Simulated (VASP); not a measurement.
# Sb in VASP: further runs

Sb is run at these levels: PBEsol; tasks: electric field gradients.

Everything below comes from runs of VASP 6.6.1. Logs are shortened: lines on timing, memory, paths and dates and some standing lists are left out, and cuts for length are marked.

## 1. The cell of the first run

The structure is hexagonal, space group P6_3/mmc (No. 194). The conventional cell has a = 3.435 Å, b = 3.435 Å, c = 5.435 Å, α = 90.00°, β = 90.00°, γ = 120.00°. Sb (site symmetry -6m2) has 12 Sb at 3.36 to 3.44 Å within 4.4 Å.

This isn't the form of Sb at room conditions, which is rhombohedral.

## 2. Electric field gradients, PBEsol (27.77 Å³/atom)

Input file INCAR:

```
SYSTEM = Sb
PREC     = Accurate       ! precision mode
ENCUT    = 520            ! plane-wave cutoff, eV
EDIFF    = 1E-8           ! SCF threshold, eV
ISMEAR   = -1             ! smearing method
SIGMA    = 0.05           ! smearing width, eV
LREAL    = .False.        ! projectors in reciprocal space
LASPH    = .True.         ! aspherical terms in the spheres
NELM     = 80             ! most SCF steps
ALGO     = Normal         ! electronic algorithm
ISIF     = 2              ! what is computed and relaxed
LWAVE    = .False.        ! write WAVECAR
LCHARG   = .False.        ! write CHGCAR
GGA      = PS             ! functional
LEFG     = .True.       
NBANDS   = 12             ! bands
```

Input file KPOINTS:

```
Automatic mesh
0
Gamma
  12 12 7
  0 0 0
```

Input file POSCAR:

```
Sb
1.0
    3.4350757818      0.0000000000      0.0000000000
   -1.7175378909      2.9748628909      0.0000000000
    0.0000000000      0.0000000000      5.4345363435
Sb
2
Direct
    0.3333333333      0.6666666667      0.2500000000
    0.6666666667      0.3333333333      0.7500000000
```

Potentials or basis: VASP PAW PBE potentials, release 64 (Sb).

Command:

```sh
cat potpaw_PBE.64/Sb/POTCAR > POTCAR
mpirun -np 1 vasp_std > vasp.out
```

OUTCAR:

```text
SYSTEM = Sb
   PREC = Accurate
   ENCUT = 520
   EDIFF = 1E-8
   ISMEAR = -1
   LREAL = .False.
   LASPH = .True.
   NELM = 80
   ISIF = 2
   GGA = PS

 ion  position               nearest neighbor table
   1  0.333  0.667  0.250-   2 3.36   2 3.36   2 3.36   2 3.36   2 3.36   2 3.36
   2  0.667  0.333  0.750-   1 3.36   1 3.36   1 3.36   1 3.36   1 3.36   1 3.36

  LATTYP: Found a hexagonal cell.
 ALAT       =     3.4350757818
 C/A-ratio  =     1.5820717471

  Lattice vectors:

 A1 = (   3.4350757818,   0.0000000000,   0.0000000000)
 A2 = (  -1.7175378909,   2.9748628909,   0.0000000000)
 A3 = (   0.0000000000,   0.0000000000,   5.4345363435)

Analysis of symmetry for initial positions (statically):
=====================================================================
 Subroutine PRICEL returns:
 Original cell was already a primitive cell.

 Routine SETGRP: Setting up the symmetry group for a
 hexagonal supercell.

 Subroutine GETGRP returns: Found 24 space group operations
 (whereof 12 operations were pure point group operations)
 out of a pool of 24 trial point group operations.

The static configuration has the point symmetry D_3d.
 The point group associated with its full space group is D_6h.

Analysis of symmetry for dynamics (positions and initial velocities):
=====================================================================
 Subroutine PRICEL returns:
 Original cell was already a primitive cell.

 Routine SETGRP: Setting up the symmetry group for a
 hexagonal supercell.

 Subroutine GETGRP returns: Found 24 space group operations
 (whereof 12 operations were pure point group operations)
 out of a pool of 24 trial point group operations.

The dynamic configuration has the point symmetry D_3d.
 The point group associated with its full space group is D_6h.

 Subroutine INISYM returns: Found 24 space group operations
 (whereof 12 operations are pure point group operations),
 and found     1 'primitive' translations

----------------------------------------------------------------------------------------

                                     Primitive cell

  volume of cell :      55.5349

  direct lattice vectors                    reciprocal lattice vectors
     3.435075782  0.000000000  0.000000000     0.291114393  0.168074973  0.000000000
    -1.717537891  2.974862891  0.000000000     0.000000000  0.336149946  0.000000000
     0.000000000  0.000000000  5.434536343     0.000000000  0.000000000  0.184008338

  length of vectors
     3.435075782  3.435075782  5.434536343     0.336149946  0.336149946  0.184008338

  position of ions in fractional coordinates (direct lattice)
     0.333333333  0.666666667  0.250000000
     0.666666667  0.333333333  0.750000000

  ion indices of the primitive-cell ions
   primitive index   ion index
                 1           1
                 2           2

----------------------------------------------------------------------------------------

 KPOINTS: Automatic mesh

Automatic generation of k-mesh.
 Grid dimensions read from file:
 generate k-points for:   12   12    7

 Generating k-lattice:

  Cartesian coordinates                     Fractional coordinates (reciprocal lattice)
     0.024259533  0.014006248  0.000000000     0.083333333  0.000000000  0.000000000
     0.000000000  0.028012495  0.000000000     0.000000000  0.083333333  0.000000000
     0.000000000  0.000000000  0.026286905     0.000000000  0.000000000  0.142857143

  Length of vectors
     0.028012495  0.028012495  0.026286905

  Shift w.r.t. Gamma in fractional coordinates (k-lattice)
     0.000000000  0.000000000  0.000000000

 Subroutine IBZKPT returns following result:
 ===========================================

 Found     76 irreducible k-points:

 Following reciprocal coordinates:
            Coordinates               Weight
  0.000000  0.000000  0.000000      1.000000
  0.083333 -0.000000  0.000000      6.000000
  0.166667  0.000000  0.000000      6.000000
  0.250000 -0.000000  0.000000      6.000000
  0.333333  0.000000  0.000000      6.000000
  0.416667  0.000000  0.000000      6.000000
[... 16 lines left out ...]
  0.250000 -0.000000  0.142857     12.000000
  0.333333  0.000000  0.142857     12.000000
 [... further k-points ...]
   k-points           NKPTS =     76   k-points in BZ     NKDIM =     76   number of bands    NBANDS=     12
   number of dos      NEDOS =    301   number of ions     NIONS =      2
   total plane-waves  NPLWV =  31360
   dimension x,y,z NGX =    28 NGY =   28 NGZ =   40
   dimension x,y,z NGXF=    56 NGYF=   56 NGZF=   80
   ions per type =               2
   NGX,Y,Z   is equivalent  to a cutoff of  13.55, 13.55, 12.24 a.u.
   NGXF,Y,Z  is equivalent  to a cutoff of  27.10, 27.10, 24.47 a.u.
 SYSTEM =  Sb
   PREC   = accura    normal or accurate (medium, high low for compatibility)
   ISTART =      0    job   : 0-new  1-cont  2-samecut
   ICHARG =      2    charge: 1-file 2-atom 10-const
   ISPIN  =      1    spin polarized calculation?
   LNONCOLLINEAR =      F non collinear calculations
   LSORBIT =      F    spin-orbit coupling
   LASPH  =      T    aspherical Exc in radial PAW
   ENCUT  =  520.0 eV  38.22 Ry    6.18 a.u.   6.39  6.39 10.10*2*pi/ulx,y,z
   NELM   =     80;   NELMIN=  2; NELMDL= -5     # of ELM steps
   EDIFF  = 0.1E-07   stopping-criterion for ELM
   LREAL  =      F    real-space projection
   EDIFFG = 0.1E-06   stopping-criterion for IOM
   NSW    =      0    number of steps for IOM
   IBRION =     -1    ionic relax: 0-MD 1-quasi-New 2-CG
   NFREE  =      0    steps in history (QN), initial steepest desc. (CG)
   ISIF   =      2    stress and relaxation
   ISYM   =      2    0-nonsym 1-usesym 2-fastsym
   POTIM  = 0.5000    time-step for ionic-motion
   TEBEG  =    0.0;   TEEND  =   0.0 temperature during run
   PSTRESS=    0.0 pullay stress
   NELECT =      10.0000    total number of electrons
   NUPDOWN=      -1.0000    fix difference up-down
   EMIN   =  10.00;   EMAX   =-10.00  energy-range for DOS
   EFERMI =   0.00;   METHOD = LEGACY
   ISMEAR =    -1;   SIGMA  =   0.05  broadening in eV -4-tet -1-fermi 0-gaus
   EFERMI_NEDOS =   21; number of points for ismear=-14 and -15
   IALGO  =     38    algorithm
   IMIX   =      4    mixing-type and parameters
     AMIX     =   0.40;   BMIX     =  1.00
     AMIX_MAG =   1.60;   BMIX_MAG =  1.00
  volume/ion in A,a.u.               =      27.77       187.38
  Fermi-wavevector in a.u.,A,eV,Ry     =   0.924456  1.746969 11.627796  0.854619
  Thomas-Fermi vector in A             =   2.050204
   LORBIT       =      0    0 simple, 1 ext, 2 COOP (PROOUT), +10 PAW based schemes
   GGA     = PS    functional components
   LHFCALC =     F    Hartree Fock is set to
   AEXX    =    0.0000 exact exchange contribution
   IVDW    =     0    specifies the selected vdW correction
   LEPSILON=     F    determine dielectric tensor
   LRPA    =     F    only Hartree local field effects (RPA)
 non-spin polarized calculation
  energy-cutoff  :      520.00
  volume of cell :       55.53
 maximum number of plane-waves:      1521
 NGX is ok and might be reduce to    28
   NGX = 13   NGY = 13   NGZ = 21

 number of electron      10.0000000 magnetization

 number of electron       9.9999999 magnetization

 Free energy of the ion-electron system (eV)
  ---------------------------------------------------
  ext. energy  EPLUGINS =         0.00000000
  ---------------------------------------------------
  free energy    TOTEN  =        -8.64149379 eV

  energy without entropy =       -8.63117358  energy(sigma->0) =       -8.63633368

 E-fermi :   8.0121     XC(G=0): -10.1999

 val. band max:        8.0086433333   @ k =   0.3333   0.2500   0.0000
 cond. band min:       8.0910249195   @ k =   0.1667   0.0000   0.1429
 fundamental gap:      0.0823815862
 Fermi energy:         8.0120782125

 k-point     1 :       0.0000    0.0000    0.0000
  band No.  band energies     occupation
      1      -4.7232      2.00000
      2      -0.8419      2.00000
      3       2.3991      2.00000
      4      11.0731      0.00000
      5      11.0731      0.00000
      6      12.7454      0.00000
      7      12.7454      0.00000
      8      13.5619      0.00000
      9      15.1387      0.00000
     10      16.7192      0.00000
     11      17.6602      0.00000
     12      17.6602      0.00000
[... 331 lines left out ...]
 k-point    24 :       0.3333    0.0000    0.1429
  band No.  band energies     occupation
      1      -2.8311      2.00000
      2       0.0296      2.00000
      3       3.9898      2.00000
      4       5.3427      2.00000
      5       6.9466      2.00000
      6       8.6960      0.00000
      7      10.4096      0.00000
      8      11.6094      0.00000
      9      12.9293      0.00000
     10      15.0279      0.00000
     11      16.8205      0.00000
     12      17.6618      0.00000

 [... further k-points ...]
[... 5 lines left out ...]
  --------------------------------------------------------------------------------------
  -------------------------------------------------------------------------------------
  Total       -1.1539263     -1.1539263     -1.5412904      0.0000000     -0.0000000      0.0000000
  in kB      -33.2906959    -33.2906959    -44.4661236      0.0000000     -0.0000000      0.0000000
  external PRESSURE =     -37.0158385 kB  Pullay stress =       0.0000000 kB

 VOLUME and BASIS-vectors are now :
 -----------------------------------------------------------------------------
  energy-cutoff  :      520.00
  volume of cell :       55.53
      direct lattice vectors                 reciprocal lattice vectors
     3.435075782  0.000000000  0.000000000     0.291114393  0.168074973  0.000000000
    -1.717537891  2.974862891  0.000000000     0.000000000  0.336149946  0.000000000
     0.000000000  0.000000000  5.434536343     0.000000000  0.000000000  0.184008338

 POSITION                                       TOTAL-FORCE (eV/Angst)
 -----------------------------------------------------------------------------------
     -0.00000      1.98324      1.35863         0.000000     -0.000000      0.000000
      1.71754      0.99162      4.07590        -0.000000      0.000000      0.000000
 -----------------------------------------------------------------------------------
    total drift:                               -0.000000      0.000000      0.000000

  FREE ENERGIE OF THE ION-ELECTRON SYSTEM (eV)
  ---------------------------------------------------
  free  energy   TOTEN  =        -8.6414937915 eV

  energy  without entropy=       -8.6311735766  energy(sigma->0) =       -8.63633368

 Electric field gradients (V/A^2)
---------------------------------------------------------------------
 ion       V_xx      V_yy      V_zz      V_xy      V_xz      V_yz
---------------------------------------------------------------------
   1     -11.309   -11.309    22.617     0.000     0.000    -0.000
   2     -11.309   -11.309    22.617     0.000    -0.000     0.000
---------------------------------------------------------------------

 Electric field gradients after diagonalization (V/A^2)
 (convention: |V_zz| > |V_xx| > |V_yy|)
----------------------------------------------------------------------
 ion       V_xx      V_yy      V_zz     asymmetry (V_yy - V_xx)/ V_zz
----------------------------------------------------------------------
   1     -11.309   -11.309    22.617       0.000
   2     -11.309   -11.309    22.617       0.000
----------------------------------------------------------------------

           NMR quadrupolar parameters

 Cq : quadrupolar parameter    Cq=e*Q*V_zz/h
 eta: asymmetry parameters     (V_yy - V_xx)/ V_zz
 Q  : nuclear electric quadrupole moment in mb (millibarn)
----------------------------------------------------------------------
 ion       Cq(MHz)       eta       Q (mb)
----------------------------------------------------------------------
   1       0.055       0.000       1.000
   2       0.055       0.000       1.000
----------------------------------------------------------------------
```

Run time: 51 s. Hardware: 1 thread of AMD EPYC 7R13, shared host; peak memory 0.17 GiB.

Results:

| Property | Result |
| --- | --- |
| Free energy | -8.6415 eV |
| Pressure | -3.7 GPa |
| Band gap on the k mesh | zero (bands 5 and 6 overlap by 6.46 eV) |
| Largest electric field gradient by atom | Sb +22.6 V/Å² |

Levels at points of the mesh, in eV from the Fermi level:
```
           k point  band 1  band 2  band 3  band 4  band 5  band 6  band 7  band 8  band 9  band 10
(0.00, 0.00, 0.00)  -12.74   -8.85   -5.61    3.06    3.06    4.73    4.73    5.55    7.13     8.71
(0.50, 0.00, 0.00)   -9.44   -8.11   -4.16   -2.79   -2.26   -0.14    0.10    3.49    4.22     7.31
```

Electric field gradients, principal values (V/Å²):
```tsv
atom	least	middle	greatest (by size)
1 Sb	-11.309	-11.309	22.617
2 Sb	-11.309	-11.309	22.617
```

Caveat: the cell stands under tension; without QUAD_EFG the Cq values of the log hold for a quadrupole moment of 1 mb, not for the nuclei; the PAW data sets were made with another functional, which shifts forces and pressure a little; spin-orbit coupling is left out, which moves the levels of the heavy elements.

[end of part 1 of 2]
